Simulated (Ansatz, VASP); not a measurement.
One calculation of B, two programs

```
CELL_PARAMETERS angstrom
0.00000 2.03596 2.03596
2.03596 0.00000 2.03596
2.03596 2.03596 0.00000
ATOMIC_POSITIONS crystal
B 0.12500 0.12500 0.12500
B 0.87500 0.87500 0.87500
```

Alike in both runs: functional revPBE; k mesh 13 × 13 × 13; occupations fermi-dirac, width 0.1 eV; no spin polarisation.

Ansatz relaxed the structure, and its values are those at the end. VASP's run is a single point on that final structure, the one shown.

```csv
,VASP,Ansatz
version,VASP 6.6.1,Ansatz 0.2.0
potentials or method,"VASP PAW PBE potentials, release 64 (B), cutoff 520 eV","plane waves (420 eV) with PAW, scalar-relativistic"
valence electrons in the cell,6,6
```

Ansatz gave:

| Item | Value |
| --- | --- |
| pressure (GPa) | 0.0 |

Q: What did VASP give for the same quantities?

A: Pressure (GPa): -0.1.

VASP's potentials were made for PBE, not for revPBE. With one functional, cell and mesh, what is left measures potentials, basis and numerics.
